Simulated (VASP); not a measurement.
Set up this calculation in VASP 6.6.1, as the native input.

```
Task                   : single point
Functional             : r2SCAN
Potentials or basis    : VASP PAW PBE potentials, release 64 (C_h)
Cutoff                 : 910 eV
k mesh                 : 12 × 12 × 12
Occupations            : gaussian, width 0.05 eV
Spin                   : no spin polarisation
Dipole correction      : no
Second run             : hard_potentials
Further INCAR settings : ALGO = Normal; EDIFF = 1e-06; NBANDS = 11
```

Crystal: C.

```xyz
2
Lattice="0.0000 1.7834 1.7834 1.7834 0.0000 1.7834 1.7834 1.7834 0.0000" Properties=species:S:1:pos:R:3 pbc="T T T"
C     1.7834    1.7834    1.7834
C     2.6751    2.6751    2.6751
```

The input as run:

POSCAR

```
C
1.0
    0.0000000000      1.7834000000      1.7834000000
    1.7834000000      0.0000000000      1.7834000000
    1.7834000000      1.7834000000      0.0000000000
C
2
Direct
    0.5000000000      0.5000000000      0.5000000000
    0.7500000000      0.7500000000      0.7500000000
```

INCAR.step1

```
  ALGO = Normal
  EDIFF = 1E-5
  ENCUT = 910
  GGA = PE
  GGA_COMPAT = F
  ISMEAR = 0
  LASPH = T
  LCHARG = F
  LREAL = F
  LWAVE = T
  NBANDS = 11
  NELM = 120
  PREC = Accurate
  SIGMA = 0.05
```

INCAR.step2

```
  ALGO = Normal
  EDIFF = 1E-6
  ENCUT = 910
  GGA_COMPAT = F
  ISIF = 2
  ISMEAR = 0
  ISTART = 1
  LASPH = T
  LCHARG = F
  LMIXTAU = T
  LREAL = F
  LWAVE = F
  METAGGA = R2SCAN
  NBANDS = 11
  NELM = 120
  PREC = Accurate
  SIGMA = 0.05
```

KPOINTS

```
k-points
0
Gamma
  12 12 12
```

Potentials or basis: VASP PAW PBE potentials, release 64 (C_h).

Launch:

```bash
$ cat potpaw_PBE.64/C_h/POTCAR > POTCAR
$ cp INCAR.step1 INCAR
$ mpirun -np 1 vasp_std > vasp.out
$ cp INCAR.step2 INCAR
$ mpirun -np 1 vasp_std > vasp.out
```

Results of the run:

```json
{
 "Pressure": "-3.3 GPa",
 "Band gap on the k mesh": "4.37 eV, indirect (least direct gap 5.88 eV)"
}
```

Caveat: the cutoff is under 1.25 times the usual one of these potentials, so pressure, stress and relaxed cells hold a basis-set (Pulay) error; the PAW data sets were made with another functional, which shifts forces and pressure a little.

Run time: 120 s on 1 thread of AMD EPYC 7R43 64-Core Processor (Zen 3), with other jobs on the host, peak memory 0.12 GiB.
